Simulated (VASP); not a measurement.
# CsCr (Pm-3m) in VASP: notebook

Runs on CsCr. Level: PBE. Tasks: single point, relaxation of cell and atoms.

All numbers are computed with VASP 6.6.1; they aren't measurements. Logs are shortened: lines on timing, memory, paths and dates and some standing lists are left out, and cuts for length are marked.

## Step 1: The cell of the first run

The structure is cubic, space group Pm-3m (No. 221). Conventional cell: a = 4.638 Å, b = 4.638 Å, c = 4.638 Å, α = 90.00°, β = 90.00°, γ = 90.00°. Within 5.3 Å of Cs (site symmetry m-3m) lie 8 Cr at 4.02 Å and 6 Cs at 4.64 Å. Within 5.3 Å of Cr (site symmetry m-3m) lie 8 Cs at 4.02 Å and 6 Cr at 4.64 Å.

## Step 2: Single point, PBE, collinear spin, ferromagnetic start

INCAR reads:

```
PREC = Accurate
ENCUT = 520
EDIFF = 1E-6
ISMEAR = 0
SIGMA = 0.1
LREAL = F
LASPH = T
NELM = 150
ALGO = Fast
ISIF = 2
LWAVE = F
LCHARG = F
ISPIN = 2
MAGMOM = 0.15 4.96
LORBIT = 11
LMAXMIX = 4
GGA = PE
NBANDS = 22
```

KPOINTS reads:

```
Automatic mesh
0
Gamma
  4 4 4
```

POSCAR reads:

```
CsCr
1.0
    4.6384717298      0.0000000000      0.0000000000
    0.0000000000      4.6384717298      0.0000000000
    0.0000000000      0.0000000000      4.6384717298
Cs Cr
1 1
Direct
    0.0000000000      0.0000000000      0.0000000000
    0.5000000000      0.5000000000      0.5000000000
```

Potentials or basis: VASP PAW PBE potentials, release 64 (Cs_sv, Cr_pv).

The run is started by

```
$ cat potpaw_PBE.64/Cs_sv/POTCAR potpaw_PBE.64/Cr_pv/POTCAR > POTCAR
$ mpirun -np 1 vasp_std > vasp.out
```

OUTCAR:

```text
PREC = Accurate
   ENCUT = 520
   EDIFF = 1E-6
   ISMEAR = 0
   LREAL = F
   LASPH = T
   NELM = 150
   ISIF = 2
   ISPIN = 2
   LORBIT = 11
   GGA = PE

 ion  position               nearest neighbor table
   1  0.000  0.000  0.000-
   2  0.500  0.500  0.500-

  LATTYP: Found a simple cubic cell.
 ALAT       =     4.6384717298

  Lattice vectors:

 A1 = (   4.6384717298,   0.0000000000,   0.0000000000)
 A2 = (   0.0000000000,   4.6384717298,   0.0000000000)
 A3 = (   0.0000000000,   0.0000000000,   4.6384717298)

Analysis of symmetry for initial positions (statically):
=====================================================================
 Subroutine PRICEL returns:
 Original cell was already a primitive cell.

 Routine SETGRP: Setting up the symmetry group for a
 simple cubic supercell.

 Subroutine GETGRP returns: Found 48 space group operations
 (whereof 48 operations were pure point group operations)
 out of a pool of 48 trial point group operations.

The static configuration has the point symmetry O_h .

Analysis of symmetry for dynamics (positions and initial velocities):
=====================================================================
 Subroutine PRICEL returns:
 Original cell was already a primitive cell.

 Routine SETGRP: Setting up the symmetry group for a
 simple cubic supercell.

 Subroutine GETGRP returns: Found 48 space group operations
 (whereof 48 operations were pure point group operations)
 out of a pool of 48 trial point group operations.

The dynamic configuration has the point symmetry O_h .

Analysis of structural, dynamic, and magnetic symmetry:
=====================================================================
 Subroutine PRICEL returns:
 Original cell was already a primitive cell.

 Routine SETGRP: Setting up the symmetry group for a
 simple cubic supercell.

 Subroutine GETGRP returns: Found 48 space group operations
 (whereof 48 operations were pure point group operations)
 out of a pool of 48 trial point group operations.

The overall configuration has the point symmetry O_h .

 Subroutine INISYM returns: Found 48 space group operations
 (whereof 48 operations are pure point group operations),
 and found     1 'primitive' translations

----------------------------------------------------------------------------------------

                                     Primitive cell

  volume of cell :      99.7987

  direct lattice vectors                    reciprocal lattice vectors
     4.638471730  0.000000000  0.000000000     0.215588249  0.000000000  0.000000000
     0.000000000  4.638471730  0.000000000     0.000000000  0.215588249  0.000000000
     0.000000000  0.000000000  4.638471730     0.000000000  0.000000000  0.215588249

  length of vectors
     4.638471730  4.638471730  4.638471730     0.215588249  0.215588249  0.215588249

  position of ions in fractional coordinates (direct lattice)
     0.000000000  0.000000000  0.000000000
     0.500000000  0.500000000  0.500000000

  ion indices of the primitive-cell ions
   primitive index   ion index
                 1           1
                 2           2

----------------------------------------------------------------------------------------

 KPOINTS: Automatic mesh

Automatic generation of k-mesh.
 Grid dimensions read from file:
 generate k-points for:    4    4    4

 Generating k-lattice:

  Cartesian coordinates                     Fractional coordinates (reciprocal lattice)
     0.053897062  0.000000000  0.000000000     0.250000000  0.000000000  0.000000000
     0.000000000  0.053897062  0.000000000     0.000000000  0.250000000  0.000000000
     0.000000000  0.000000000  0.053897062     0.000000000  0.000000000  0.250000000

  Length of vectors
     0.053897062  0.053897062  0.053897062

  Shift w.r.t. Gamma in fractional coordinates (k-lattice)
     0.000000000  0.000000000  0.000000000

 Subroutine IBZKPT returns following result:
 ===========================================

 Found     10 irreducible k-points:

 Following reciprocal coordinates:
            Coordinates               Weight
  0.000000  0.000000  0.000000      1.000000
  0.250000  0.000000  0.000000      6.000000
  0.500000  0.000000  0.000000      3.000000
  0.250000  0.250000  0.000000     12.000000
  0.500000  0.250000  0.000000     12.000000
  0.500000  0.500000  0.000000      3.000000
  0.250000  0.250000  0.250000      8.000000
  0.500000  0.250000  0.250000     12.000000
  0.500000  0.500000  0.250000      6.000000
  0.500000  0.500000  0.500000      1.000000
   k-points           NKPTS =     10   k-points in BZ     NKDIM =     10   number of bands    NBANDS=     22
   number of dos      NEDOS =    301   number of ions     NIONS =      2
   total plane-waves  NPLWV =  46656
   dimension x,y,z NGX =    36 NGY =   36 NGZ =   36
   dimension x,y,z NGXF=    72 NGYF=   72 NGZF=   72
   ions per type =               1   1
   NGX,Y,Z   is equivalent  to a cutoff of  12.90, 12.90, 12.90 a.u.
   NGXF,Y,Z  is equivalent  to a cutoff of  25.81, 25.81, 25.81 a.u.
 SYSTEM =  unknown system
   PREC   = accura    normal or accurate (medium, high low for compatibility)
   ISTART =      0    job   : 0-new  1-cont  2-samecut
   ICHARG =      2    charge: 1-file 2-atom 10-const
   ISPIN  =      2    spin polarized calculation?
   LNONCOLLINEAR =      F non collinear calculations
   LSORBIT =      F    spin-orbit coupling
   LASPH  =      T    aspherical Exc in radial PAW
   ENCUT  =  520.0 eV  38.22 Ry    6.18 a.u.   8.62  8.62  8.62*2*pi/ulx,y,z
   NELM   =    150;   NELMIN=  2; NELMDL= -5     # of ELM steps
   EDIFF  = 0.1E-05   stopping-criterion for ELM
   LREAL  =      F    real-space projection
   EDIFFG = 0.1E-04   stopping-criterion for IOM
   NSW    =      0    number of steps for IOM
   IBRION =     -1    ionic relax: 0-MD 1-quasi-New 2-CG
   NFREE  =      0    steps in history (QN), initial steepest desc. (CG)
   ISIF   =      2    stress and relaxation
   ISYM   =      2    0-nonsym 1-usesym 2-fastsym
   POTIM  = 0.5000    time-step for ionic-motion
   TEBEG  =    0.0;   TEEND  =   0.0 temperature during run
   PSTRESS=    0.0 pullay stress
   NELECT =      21.0000    total number of electrons
   NUPDOWN=      -1.0000    fix difference up-down
   EMIN   =  10.00;   EMAX   =-10.00  energy-range for DOS
   EFERMI =   0.00;   METHOD = LEGACY
   ISMEAR =     0;   SIGMA  =   0.10  broadening in eV -4-tet -1-fermi 0-gaus
   EFERMI_NEDOS =   21; number of points for ismear=-14 and -15
   IALGO  =     68    algorithm
   IMIX   =      4    mixing-type and parameters
     AMIX     =   0.40;   BMIX     =  1.00
     AMIX_MAG =   1.60;   BMIX_MAG =  1.00
  volume/ion in A,a.u.               =      49.90       336.74
  Fermi-wavevector in a.u.,A,eV,Ry     =   0.973733  1.840088 12.900433  0.948155
  Thomas-Fermi vector in A             =   2.104136
   LORBIT       =     11    0 simple, 1 ext, 2 COOP (PROOUT), +10 PAW based schemes
   GGA     = PE    functional components
   LHFCALC =     F    Hartree Fock is set to
   AEXX    =    0.0000 exact exchange contribution
   IVDW    =     0    specifies the selected vdW correction
   LEPSILON=     F    determine dielectric tensor
   LRPA    =     F    only Hartree local field effects (RPA)
 spin polarized calculation
 RMM-DIIS sequential band-by-band and
 Gauss-broadening in eV      SIGMA  =   0.10
  energy-cutoff  :      520.00
  volume of cell :       99.80
 maximum number of plane-waves:      2730
 NGX is ok and might be reduce to    36
   NGX = 17   NGY = 17   NGZ = 17

 number of electron      20.9999996 magnetization       5.0624829

 Free energy of the ion-electron system (eV)
  ---------------------------------------------------
  ext. energy  EPLUGINS =         0.00000000
  ---------------------------------------------------
  free energy    TOTEN  =        -7.69240217 eV

  energy without entropy =       -7.68738733  energy(sigma->0) =       -7.68989475

 E-fermi :   1.5220     XC(G=0):  -7.3937

 val. band max:        1.5123436431   @ k =   0.5000   0.0000   0.0000
 cond. band min:       1.7939391153   @ k =   0.5000   0.5000   0.5000
 fundamental gap:      0.2815954722
 Fermi energy:         1.5219964835

 spin component 1

 k-point     1 :       0.0000    0.0000    0.0000
  band No.  band energies     occupation
      1     -41.7308      1.00000
      2     -41.7308      1.00000
      3     -41.7308      1.00000
      4     -21.0764      1.00000
      5      -7.7837      1.00000
      6      -7.7837      1.00000
[... 14 lines left out ...]
     21       7.5174      0.00000
     22       8.3669      0.00000

 k-point     2 :       0.2500    0.0000    0.0000
  band No.  band energies     occupation
      1     -41.7309      1.00000
      2     -41.7308      1.00000
      3     -41.7308      1.00000
      4     -21.0667      1.00000
      5      -7.9892      1.00000
      6      -7.7662      1.00000
[... 14 lines left out ...]
     21       8.3795      0.00000
     22       8.7323      0.00000

 k-point     3 :       0.5000    0.0000    0.0000
  band No.  band energies     occupation
      1     -41.7311      1.00000
      2     -41.7308      1.00000
      3     -41.7308      1.00000
      4     -21.0570      1.00000
      5      -8.1775      1.00000
      6      -7.7486      1.00000
[... 14 lines left out ...]
     21       8.5325      0.00000
     22       9.0041      0.00000
[... 126 lines left out ...]
 k-point     9 :       0.5000    0.5000    0.2500
  band No.  band energies     occupation
      1     -41.7310      1.00000
      2     -41.7310      1.00000
      3     -41.7309      1.00000
      4     -21.0296      1.00000
      5      -8.0676      1.00000
      6      -8.0676      1.00000
[... 14 lines left out ...]
     21       8.7868      0.00000
     22       9.1607      0.00000

 k-point    10 :       0.5000    0.5000    0.5000
  band No.  band energies     occupation
      1     -41.7310      1.00000
      2     -41.7310      1.00000
      3     -41.7310      1.00000
      4     -21.0206      1.00000
      5      -8.0404      1.00000
      6      -8.0404      1.00000
[... 14 lines left out ...]
     21       8.8769      0.00000
     22       8.8769      0.00000
 Fermi energy:         1.5219964835

 spin component 2

 k-point     1 :       0.0000    0.0000    0.0000
  band No.  band energies     occupation
      1     -37.5758      1.00000
      2     -37.5758      1.00000
      3     -37.5758      1.00000
      4     -21.0625      1.00000
      5      -7.7728      1.00000
      6      -7.7728      1.00000
[... 14 lines left out ...]
     21       7.8028      0.00000
     22       9.4186      0.00000

 k-point     2 :       0.2500    0.0000    0.0000
  band No.  band energies     occupation
      1     -37.5760      1.00000
      2     -37.5758      1.00000
      3     -37.5758      1.00000
      4     -21.0529      1.00000
      5      -7.9691      1.00000
      6      -7.7557      1.00000
[... 14 lines left out ...]
     21       9.0994      0.00000
     22       9.5980      0.00000

 k-point     3 :       0.5000    0.0000    0.0000
  band No.  band energies     occupation
      1     -37.5762      1.00000
      2     -37.5758      1.00000
      3     -37.5758      1.00000
      4     -21.0432      1.00000
      5      -8.1504      1.00000
      6      -7.7385      1.00000
[... 14 lines left out ...]
     21       9.7191      0.00000
     22      10.8098      0.00000
[... 126 lines left out ...]
 k-point     9 :       0.5000    0.5000    0.2500
  band No.  band energies     occupation
      1     -37.5762      1.00000
      2     -37.5762      1.00000
      3     -37.5759      1.00000
      4     -21.0160      1.00000
      5      -8.0536      1.00000
      6      -8.0536      1.00000
[... 14 lines left out ...]
     21       9.3316      0.00000
     22      10.6405      0.00000

 k-point    10 :       0.5000    0.5000    0.5000
  band No.  band energies     occupation
      1     -37.5761      1.00000
      2     -37.5761      1.00000
      3     -37.5761      1.00000
      4     -21.0069      1.00000
      5      -8.0275      1.00000
      6      -8.0275      1.00000
[... 14 lines left out ...]
     21       8.8602      0.00000
     22       9.7479      0.00000

------------------------ aborting loop because EDIFF is reached ----------------------------------------

  FORCE on cell =-STRESS in cart. coord.  units (eV):
  Direction    XX          YY          ZZ          XY          YZ          ZX
  --------------------------------------------------------------------------------------
  -------------------------------------------------------------------------------------
  Total        0.0519064      0.0519064      0.0519064      0.0000000     -0.0000000      0.0000000
  in kB        0.8333107      0.8333107      0.8333107      0.0000000     -0.0000000      0.0000000
  external PRESSURE =       0.8333107 kB  Pullay stress =       0.0000000 kB

 VOLUME and BASIS-vectors are now :
 -----------------------------------------------------------------------------
  energy-cutoff  :      520.00
  volume of cell :       99.80
      direct lattice vectors                 reciprocal lattice vectors
     4.638471730  0.000000000  0.000000000     0.215588249  0.000000000  0.000000000
     0.000000000  4.638471730  0.000000000     0.000000000  0.215588249  0.000000000
     0.000000000  0.000000000  4.638471730     0.000000000  0.000000000  0.215588249

 POSITION                                       TOTAL-FORCE (eV/Angst)
 -----------------------------------------------------------------------------------
      0.00000      0.00000      0.00000         0.000000      0.000000      0.000000
      2.31924      2.31924      2.31924         0.000000      0.000000      0.000000
 -----------------------------------------------------------------------------------
    total drift:                                0.000000      0.000000      0.000000

  FREE ENERGIE OF THE ION-ELECTRON SYSTEM (eV)
  ---------------------------------------------------
  free  energy   TOTEN  =        -7.6924021651 eV

  energy  without entropy=       -7.6873873335  energy(sigma->0) =       -7.68989475

 total charge

# of ion       s       p       d       tot
------------------------------------------
    1        1.843   4.670   0.047   6.560
    2        0.341   5.989   4.188  10.518
--------------------------------------------------
tot          2.184  10.659   4.235  17.078

 magnetization (x)

# of ion       s       p       d       tot
------------------------------------------
    1        0.002   0.010   0.007   0.020
    2        0.080   0.008   4.170   4.257
--------------------------------------------------
tot          0.082   0.018   4.177   4.277
```

It took 27 s on 1 thread of Intel Xeon Platinum 8488C (Sapphire Rapids), shared host; peak memory 0.25 GiB.

What came out:

| Property | Result |
| --- | --- |
| Free energy | -7.6924 eV |
| Pressure | 0.1 GPa |
| Net moment | 5.06 μB per cell |
| Site moments | Cs +0.02; Cr +4.26 μB |
| Valence electrons inside the program's atomic spheres | Cs 6.56; Cr 10.52 |

Levels at points of the mesh, in eV from the Fermi level:
Spin up:
```tsv
k point	band 10	band 11	band 12	band 13	band 14	band 15	band 16	band 17
(0.00, 0.00, 0.00)	-0.93	-0.54	-0.54	-0.54	2.65	2.65	4.10	4.10
(0.50, 0.00, 0.00)	-0.57	-0.57	-0.51	-0.48	-0.32	2.79	2.86	2.86
(0.50, 0.50, 0.00)	-0.68	-0.68	-0.38	-0.31	1.45	1.45	2.74	4.69
(0.50, 0.50, 0.50)	-0.64	-0.37	-0.37	0.27	0.38	0.38	0.38	5.79
```
Spin down:
```csv
k point,band 6,band 7,band 8,band 9,band 10,band 11
"(0.00, 0.00, 0.00)",-9.29,-9.29,-2.19,1.30,1.30,2.95
"(0.50, 0.00, 0.00)",-9.26,-9.26,-0.21,-0.01,2.26,2.83
"(0.50, 0.50, 0.00)",-9.60,-9.22,-0.49,1.32,2.17,2.17
"(0.50, 0.50, 0.50)",-9.55,-9.55,0.94,0.94,0.94,2.00
```

Caveat: spin-orbit coupling is left out, which moves the levels of the heavy elements.

## Step 3: Relaxation of cell and atoms, PBE, collinear spin, ferromagnetic start

This run uses another cell than the first one, of 29.36 Å³/atom.

INCAR reads:

```
PREC     = Accurate       # precision mode
ENCUT    = 600            # plane-wave cutoff, eV
EDIFF    = 1E-7           # SCF threshold, eV
ISMEAR   = 0              # smearing method
SIGMA    = 0.1            # smearing width, eV
LREAL    = F              # projectors in reciprocal space
LASPH    = T              # aspherical terms in the spheres
NELM     = 150            # most SCF steps
ALGO     = Fast           # electronic algorithm
ISIF     = 3              # what is computed and relaxed
LWAVE    = F              # write WAVECAR
LCHARG   = F              # write CHGCAR
ISPIN    = 2              # spin polarisation
MAGMOM   = 0.15 4.96      # initial moments
LORBIT   = 11             # projections on sites
LMAXMIX  = 4              # l up to which the mixer works
GGA      = PE             # functional
IBRION   = 2              # ionic algorithm
NSW      = 90             # ionic steps
EDIFFG   = -0.04          # ionic threshold
```

KPOINTS reads:

```
regular mesh
0
Gamma
  4 4 4
```

POSCAR reads:

```
CsCr
1.0
    3.8867304651      0.0000000000      0.0000000000
    0.0000000000      3.8867304651      0.0000000000
    0.0000000000      0.0000000000      3.8867304651
Cs Cr
1 1
Direct
    0.0000000000      0.0000000000      0.0000000000
    0.5000000000      0.5000000000      0.5000000000
```

Potentials or basis: VASP PAW PBE potentials, release 64 (Cs_sv, Cr_pv).

The run is started by

```
$ cat potpaw_PBE.64/Cs_sv/POTCAR potpaw_PBE.64/Cr_pv/POTCAR > POTCAR
$ mpirun -np 1 vasp_std > vasp.out
```

Run time: 4.4 min. Hardware: 1 thread of Intel Xeon Platinum 8488C (Sapphire Rapids), shared host; peak memory 0.21 GiB.

It converged, with:

* Free energy: -7.6728 eV
* Relaxed volume: 49.12 Å³/atom
* Relaxed cell: a = 4.614 Å, b = 4.614 Å, c = 4.614 Å, α = 90.00°, β = 90.00°, γ = 90.00°
* Space group after relaxing (to 0.1 Å): Pm-3m (No. 221)
* Energy gained by relaxing: 372.3 meV/atom
* Ionic steps: 8
* Pressure after relaxing: 0.0 GPa
* Net moment: 5.06 μB per cell
* Site moments: Cs +0.02; Cr +4.25 μB
* Valence electrons inside the program's atomic spheres: Cs 6.57; Cr 10.52

The path:
| step | energy change (eV) | largest force (eV/Å) | pressure (GPa) | volume (Å³) |
| --- | --- | --- | --- | --- |
| 1 | 0.0000 | 0.0000 | 9.13 | 58.72 |
| 2 | -0.5500 | 0.0000 | 3.15 | 74.11 |
| 3 | -0.7127 | 0.0000 | 0.98 | 87.63 |
| 4 | -0.6791 | 0.0000 | -0.85 | 119.43 |
| 5 | -0.7394 | 0.0000 | -3.56 | 101.40 |
| 6 | -0.7262 | 0.0000 | 0.72 | 90.17 |
| 7 | -0.7424 | 0.0000 | 0.23 | 95.67 |
| 8 | -0.7445 | 0.0000 | 0.03 | 98.23 |

Final structure:
```cif
data_structure
_symmetry_space_group_name_H-M 'P 1'
_symmetry_Int_Tables_number 1
_cell_length_a 4.6141
_cell_length_b 4.6141
_cell_length_c 4.6141
_cell_angle_alpha 90.000
_cell_angle_beta 90.000
_cell_angle_gamma 90.000
_cell_volume 98.23
loop_
_atom_site_label
_atom_site_type_symbol
_atom_site_fract_x
_atom_site_fract_y
_atom_site_fract_z
_atom_site_occupancy
Cs1 Cs 0.00000 0.00000 0.00000 1
Cr1 Cr 0.50000 0.50000 0.50000 1
```

Levels at points of the mesh, in eV from the Fermi level:
Spin up:
```csv
k point,band 10,band 11,band 12,band 13,band 14,band 15,band 16,band 17
"(0.00, 0.00, 0.00)",-0.95,-0.54,-0.54,-0.54,2.66,2.66,4.15,4.15
"(0.50, 0.00, 0.00)",-0.57,-0.57,-0.51,-0.48,-0.31,2.80,2.88,2.88
"(0.50, 0.50, 0.00)",-0.69,-0.69,-0.37,-0.30,1.48,1.48,2.77,4.73
"(0.50, 0.50, 0.50)",-0.64,-0.36,-0.36,0.31,0.37,0.37,0.37,6.99
```
Spin down:
| k point | band 6 | band 7 | band 8 | band 9 | band 10 | band 11 |
| --- | --- | --- | --- | --- | --- | --- |
| (0.00, 0.00, 0.00) | -9.27 | -9.27 | -2.20 | 1.28 | 1.28 | 2.95 |
| (0.50, 0.00, 0.00) | -9.23 | -9.23 | -0.19 | 0.00 | 2.25 | 2.84 |
| (0.50, 0.50, 0.00) | -9.59 | -9.20 | -0.50 | 1.32 | 2.21 | 2.21 |
| (0.50, 0.50, 0.50) | -9.54 | -9.54 | 0.93 | 0.93 | 0.93 | 2.04 |

Caveat: the k points lie up to 0.34 Å⁻¹ apart in the final cell; the volume moved by over 15 % at a fixed basis, so the end points are rough; spin-orbit coupling is left out, which moves the levels of the heavy elements.
